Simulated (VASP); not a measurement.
Here is a VASP 6.6.1 calculation.

File INCAR:

```
SYSTEM = Si
ALGO = Normal
EDIFF = 1E-7
ENCUT = 520
GGA = PE
ISIF = 2
ISMEAR = -1
IVDW = 12
LASPH = .True.
LCHARG = .False.
LREAL = .False.
LWAVE = .False.
NBANDS = 16
NELM = 60
PREC = Accurate
SIGMA = 0.1
```

The input KPOINTS:

```
k-points
0
Gamma
  8 8 4
  0 0 0
```

POSCAR

```
Si
1.0
    3.8166600485      0.0000000000      0.0000000000
   -1.9083300243      3.3053245597      0.0000000000
    0.0000000000      0.0000000000      6.3096580064
Si
4
Direct
    0.3333333333      0.6666666667      0.0630419129
    0.6666666667      0.3333333333      0.5630419129
    0.3333333333      0.6666666667      0.4369580871
    0.6666666667      0.3333333333      0.9369580871
```

Potentials or basis: VASP PAW PBE potentials, release 64 (Si).

Command:

```console
$ cat potpaw_PBE.64/Si/POTCAR > POTCAR
$ mpirun -np 1 vasp_std > vasp.out
```

(1) Predict the band gap on the k mesh.

(2) What does it give for the pressure?

Results:

(1) 0.39 eV, indirect (least direct gap 1.06 eV).

(2) -0.1 GPa.
